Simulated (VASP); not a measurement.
# ZrOs (Pm-3m) in VASP: notebook

Runs on ZrOs. Level: LDA. Tasks: single point.

All numbers are computed with VASP 6.6.1; they aren't measurements. Logs are shortened: lines on timing, memory, paths and dates and some standing lists are left out, and cuts for length are marked.

**1. The cell of the first run**

The structure is cubic, space group Pm-3m (No. 221). Conventional cell: a = 3.229 Å, b = 3.229 Å, c = 3.229 Å, α = 90.00°, β = 90.00°, γ = 90.00°. Within 3.7 Å of Zr (site symmetry m-3m) lie 8 Os at 2.80 Å and 6 Zr at 3.23 Å. Within 3.7 Å of Os (site symmetry m-3m) lie 8 Zr at 2.80 Å and 6 Os at 3.23 Å.

**2. Single point, LDA**

INCAR reads:

```
SYSTEM = ZrOs
ALGO = Normal
EDIFF = 1E-7
ENCUT = 520
ISIF = 2
ISMEAR = -1
LASPH = .TRUE.
LCHARG = .TRUE.
LELF = .TRUE.
LREAL = .FALSE.
LVHAR = .TRUE.
LWAVE = .FALSE.
NBANDS = 17
NELM = 60
PREC = Accurate
SIGMA = 0.05
```

KPOINTS reads:

```
k-points
0
G
  7 7 7
  0 0 0
```

POSCAR reads:

```
ZrOs
1.0
    3.2293635822      0.0000000000      0.0000000000
    0.0000000000      3.2293635822      0.0000000000
    0.0000000000      0.0000000000      3.2293635822
Zr Os
1 1
Direct
    0.0000000000      0.0000000000      0.0000000000
    0.5000000000      0.5000000000      0.5000000000
```

Potentials or basis: VASP PAW LDA potentials, release 64 (Zr_sv, Os).

Started as:

```console
$ cat potpaw_LDA.64/Zr_sv/POTCAR potpaw_LDA.64/Os/POTCAR > POTCAR
$ mpirun -np 1 vasp_std > vasp.out
```

OUTCAR:

```text
SYSTEM = ZrOs
   EDIFF = 1E-7
   ENCUT = 520
   ISIF = 2
   ISMEAR = -1
   LASPH = .TRUE.
   LREAL = .FALSE.
   NELM = 60
   PREC = Accurate

 ion  position               nearest neighbor table
   1  0.000  0.000  0.000-   2 2.80   2 2.80   2 2.80   2 2.80   2 2.80   2 2.80   2 2.80   2 2.80

   2  0.500  0.500  0.500-   1 2.80   1 2.80   1 2.80   1 2.80   1 2.80   1 2.80   1 2.80   1 2.80

  LATTYP: Found a simple cubic cell.
 ALAT       =     3.2293635822

  Lattice vectors:

 A1 = (   3.2293635822,   0.0000000000,   0.0000000000)
 A2 = (   0.0000000000,   3.2293635822,   0.0000000000)
 A3 = (   0.0000000000,   0.0000000000,   3.2293635822)

Analysis of symmetry for initial positions (statically):
=====================================================================
 Subroutine PRICEL returns:
 Original cell was already a primitive cell.

 Routine SETGRP: Setting up the symmetry group for a
 simple cubic supercell.

 Subroutine GETGRP returns: Found 48 space group operations
 (whereof 48 operations were pure point group operations)
 out of a pool of 48 trial point group operations.

The static configuration has the point symmetry O_h .

Analysis of symmetry for dynamics (positions and initial velocities):
=====================================================================
 Subroutine PRICEL returns:
 Original cell was already a primitive cell.

 Routine SETGRP: Setting up the symmetry group for a
 simple cubic supercell.

 Subroutine GETGRP returns: Found 48 space group operations
 (whereof 48 operations were pure point group operations)
 out of a pool of 48 trial point group operations.

The dynamic configuration has the point symmetry O_h .

 Subroutine INISYM returns: Found 48 space group operations
 (whereof 48 operations are pure point group operations),
 and found     1 'primitive' translations

----------------------------------------------------------------------------------------

                                     Primitive cell

  volume of cell :      33.6784

  direct lattice vectors                    reciprocal lattice vectors
     3.229363582  0.000000000  0.000000000     0.309658536  0.000000000  0.000000000
     0.000000000  3.229363582  0.000000000     0.000000000  0.309658536  0.000000000
     0.000000000  0.000000000  3.229363582     0.000000000  0.000000000  0.309658536

  length of vectors
     3.229363582  3.229363582  3.229363582     0.309658536  0.309658536  0.309658536

  position of ions in fractional coordinates (direct lattice)
     0.000000000  0.000000000  0.000000000
     0.500000000  0.500000000  0.500000000

  ion indices of the primitive-cell ions
   primitive index   ion index
                 1           1
                 2           2

----------------------------------------------------------------------------------------

 KPOINTS: k-points

Automatic generation of k-mesh.
 Grid dimensions read from file:
 generate k-points for:    7    7    7

 Generating k-lattice:

  Cartesian coordinates                     Fractional coordinates (reciprocal lattice)
     0.044236934  0.000000000  0.000000000     0.142857143  0.000000000  0.000000000
     0.000000000  0.044236934  0.000000000     0.000000000  0.142857143  0.000000000
     0.000000000  0.000000000  0.044236934     0.000000000  0.000000000  0.142857143

  Length of vectors
     0.044236934  0.044236934  0.044236934

  Shift w.r.t. Gamma in fractional coordinates (k-lattice)
     0.000000000  0.000000000  0.000000000

 Subroutine IBZKPT returns following result:
 ===========================================

 Found     20 irreducible k-points:

 Following reciprocal coordinates:
            Coordinates               Weight
  0.000000  0.000000  0.000000      1.000000
  0.142857  0.000000  0.000000      6.000000
  0.285714  0.000000  0.000000      6.000000
  0.428571  0.000000  0.000000      6.000000
  0.142857  0.142857  0.000000     12.000000
  0.285714  0.142857  0.000000     24.000000
[... 12 lines left out ...]
  0.428571  0.428571  0.285714     24.000000
  0.428571  0.428571  0.428571      8.000000
   k-points           NKPTS =     20   k-points in BZ     NKDIM =     20   number of bands    NBANDS=     17
   number of dos      NEDOS =    301   number of ions     NIONS =      2
   total plane-waves  NPLWV =  13824
   dimension x,y,z NGX =    24 NGY =   24 NGZ =   24
   dimension x,y,z NGXF=    48 NGYF=   48 NGZF=   48
   ions per type =               1   1
   NGX,Y,Z   is equivalent  to a cutoff of  12.36, 12.36, 12.36 a.u.
   NGXF,Y,Z  is equivalent  to a cutoff of  24.71, 24.71, 24.71 a.u.
 SYSTEM =  ZrOs
   PREC   = accura    normal or accurate (medium, high low for compatibility)
   ISTART =      0    job   : 0-new  1-cont  2-samecut
   ICHARG =      2    charge: 1-file 2-atom 10-const
   ISPIN  =      1    spin polarized calculation?
   LNONCOLLINEAR =      F non collinear calculations
   LSORBIT =      F    spin-orbit coupling
   LASPH  =      T    aspherical Exc in radial PAW
   ENCUT  =  520.0 eV  38.22 Ry    6.18 a.u.   6.00  6.00  6.00*2*pi/ulx,y,z
   NELM   =     60;   NELMIN=  2; NELMDL= -5     # of ELM steps
   EDIFF  = 0.1E-06   stopping-criterion for ELM
   LREAL  =      F    real-space projection
   EDIFFG = 0.1E-05   stopping-criterion for IOM
   NSW    =      0    number of steps for IOM
   IBRION =     -1    ionic relax: 0-MD 1-quasi-New 2-CG
   NFREE  =      0    steps in history (QN), initial steepest desc. (CG)
   ISIF   =      2    stress and relaxation
   ISYM   =      2    0-nonsym 1-usesym 2-fastsym
   POTIM  = 0.5000    time-step for ionic-motion
   TEBEG  =    0.0;   TEEND  =   0.0 temperature during run
   PSTRESS=    0.0 pullay stress
   NELECT =      20.0000    total number of electrons
   NUPDOWN=      -1.0000    fix difference up-down
   EMIN   =  10.00;   EMAX   =-10.00  energy-range for DOS
   EFERMI =   0.00;   METHOD = LEGACY
   ISMEAR =    -1;   SIGMA  =   0.05  broadening in eV -4-tet -1-fermi 0-gaus
   EFERMI_NEDOS =   21; number of points for ismear=-14 and -15
   IALGO  =     38    algorithm
   IMIX   =      4    mixing-type and parameters
     AMIX     =   0.40;   BMIX     =  1.00
     AMIX_MAG =   1.60;   BMIX_MAG =  1.00
  volume/ion in A,a.u.               =      16.84       113.64
  Fermi-wavevector in a.u.,A,eV,Ry     =   1.376051  2.600359 25.762857  1.893517
  Thomas-Fermi vector in A             =   2.501331
   LORBIT       =      0    0 simple, 1 ext, 2 COOP (PROOUT), +10 PAW based schemes
   GGA     = CA    functional components
   LHFCALC =     F    Hartree Fock is set to
   AEXX    =    0.0000 exact exchange contribution
   IVDW    =     0    specifies the selected vdW correction
   LEPSILON=     F    determine dielectric tensor
   LRPA    =     F    only Hartree local field effects (RPA)
 non-spin polarized calculation
  energy-cutoff  :      520.00
  volume of cell :       33.68
 maximum number of plane-waves:       925
   NGX = 13   NGY = 13   NGZ = 13

 number of electron      20.0000000 magnetization

 Free energy of the ion-electron system (eV)
  ---------------------------------------------------
  ext. energy  EPLUGINS =         0.00000000
  ---------------------------------------------------
  free energy    TOTEN  =       -23.07225712 eV

  energy without entropy =      -23.06721826  energy(sigma->0) =      -23.06973769

 E-fermi :   9.9705     XC(G=0): -12.9917

 val. band max:        9.7219153095   @ k =   0.4286   0.4286   0.0000
 cond. band min:      10.0248013890   @ k =   0.4286   0.4286   0.0000
 fundamental gap:      0.3028860795
 Fermi energy:         9.9704631853

 k-point     1 :       0.0000    0.0000    0.0000
  band No.  band energies     occupation
      1     -38.3578      2.00000
      2     -16.3572      2.00000
      3     -16.3572      2.00000
      4     -16.3572      2.00000
      5       2.0535      2.00000
      6       4.6929      2.00000
[... 9 lines left out ...]
     16      18.4574      0.00000
     17      18.4574      0.00000

 k-point     2 :       0.1429    0.0000    0.0000
  band No.  band energies     occupation
      1     -38.3475      2.00000
      2     -16.4730      2.00000
      3     -16.3533      2.00000
      4     -16.3533      2.00000
      5       2.5122      2.00000
      6       4.9065      2.00000
[... 9 lines left out ...]
     16      17.2291      0.00000
     17      20.3693      0.00000

 k-point     3 :       0.2857    0.0000    0.0000
  band No.  band energies     occupation
      1     -38.3243      2.00000
      2     -16.7247      2.00000
      3     -16.3447      2.00000
      4     -16.3447      2.00000
      5       3.7333      2.00000
      6       5.5099      2.00000
[... 9 lines left out ...]
     16      15.6019      0.00000
     17      23.5512      0.00000

 k-point     4 :       0.4286    0.0000    0.0000
  band No.  band energies     occupation
      1     -38.3056      2.00000
      2     -16.9188      2.00000
      3     -16.3378      2.00000
      4     -16.3378      2.00000
      5       5.1507      2.00000
      6       6.2796      2.00000
[... 9 lines left out ...]
     16      15.7844      0.00000
     17      24.2768      0.00000
[... 263 lines left out ...]
      1     -38.2542      2.00000
      2     -16.8048      2.00000
      3     -16.6274      2.00000
      4     -16.6061      2.00000
      5       5.8473      2.00000
      6       6.1858      2.00000
[... 9 lines left out ...]
     16      18.6224      0.00000
     17      19.0363      0.00000

 k-point    19 :       0.4286    0.4286    0.2857
  band No.  band energies     occupation
      1     -38.2393      2.00000
      2     -16.7864      2.00000
      3     -16.7852      2.00000
      4     -16.6058      2.00000
      5       5.9094      2.00000
      6       6.2894      2.00000
[... 9 lines left out ...]
     16      18.2840      0.00000
     17      19.3046      0.00000

 k-point    20 :       0.4286    0.4286    0.4286
  band No.  band energies     occupation
      1     -38.2238      2.00000
      2     -16.7825      2.00000
      3     -16.7825      2.00000
      4     -16.7763      2.00000
      5       6.6045      2.00000
      6       7.0597      2.00000
[... 9 lines left out ...]
     16      19.7534      0.00000
     17      21.2086      0.00000

------------------------ aborting loop because EDIFF is reached ----------------------------------------

  FORCE on cell =-STRESS in cart. coord.  units (eV):
  Direction    XX          YY          ZZ          XY          YZ          ZX
  --------------------------------------------------------------------------------------
  -------------------------------------------------------------------------------------
  Total        0.0923018      0.0923018      0.0923018      0.0000000      0.0000000     -0.0000000
  in kB        4.3910648      4.3910648      4.3910648      0.0000000      0.0000000     -0.0000000
  external PRESSURE =       4.3910648 kB  Pullay stress =       0.0000000 kB

 VOLUME and BASIS-vectors are now :
 -----------------------------------------------------------------------------
  energy-cutoff  :      520.00
  volume of cell :       33.68
      direct lattice vectors                 reciprocal lattice vectors
     3.229363582  0.000000000  0.000000000     0.309658536  0.000000000  0.000000000
     0.000000000  3.229363582  0.000000000     0.000000000  0.309658536  0.000000000
     0.000000000  0.000000000  3.229363582     0.000000000  0.000000000  0.309658536

 POSITION                                       TOTAL-FORCE (eV/Angst)
 -----------------------------------------------------------------------------------
      0.00000      0.00000      0.00000         0.000000      0.000000      0.000000
      1.61468      1.61468      1.61468         0.000000      0.000000      0.000000
 -----------------------------------------------------------------------------------
    total drift:                                0.000000      0.000000     -0.000000

  FREE ENERGIE OF THE ION-ELECTRON SYSTEM (eV)
  ---------------------------------------------------
  free  energy   TOTEN  =       -23.0722571223 eV

  energy  without entropy=      -23.0672182644  energy(sigma->0) =      -23.06973769
```

It took 5.3 s on 1 thread of Intel Xeon 6975P-C, shared host; peak memory 0.13 GiB.

Results:

```
Free energy            : -23.0723 eV
Pressure               : 0.4 GPa
Band gap on the k mesh : zero (band 10 reaches 10.02 eV, above the bottom of band 11 at 9.35 eV)
```

Caveat: spin-orbit coupling is left out, which moves the levels of the heavy elements.

**3. Single point, LDA**

INCAR reads:

```
PREC = Accurate
ENCUT = 520
EDIFF = 1E-6
ISMEAR = -1
SIGMA = 0.05
LREAL = F
LASPH = T
NELM = 100
ALGO = Normal
ISIF = 2
LWAVE = F
LCHARG = F
GGA = CA
NBANDS = 17
```

KPOINTS reads:

```
Automatic mesh
0
Gamma
  7 7 7
```

POSCAR is that of step 2.

Potentials or basis: VASP PAW LDA potentials, release 64 (Zr_sv, Os).

Started as:

```console
$ cat potpaw_LDA.64/Zr_sv/POTCAR potpaw_LDA.64/Os/POTCAR > POTCAR
$ mpirun -np 1 vasp_std > vasp.out
```

Wall time 6 s (1 thread of Intel Xeon 6975P-C, shared host); peak memory 0.13 GiB.

Results (log left out):

```yaml
Free_energy: -23.0723 eV
Pressure: 0.4 GPa
Band_gap_on_the_k_mesh: zero (band 10 reaches 10.02 eV, above the bottom of band 11 at 9.35 eV)
```

Levels at points of the mesh, in eV from the Fermi level:
| k point | band 8 | band 9 | band 10 | band 11 | band 12 | band 13 |
| --- | --- | --- | --- | --- | --- | --- |
| (0.00, 0.00, 0.00) | -1.51 | -1.51 | -1.51 | 2.29 | 2.29 | 5.50 |

Caveat: spin-orbit coupling is left out, which moves the levels of the heavy elements.
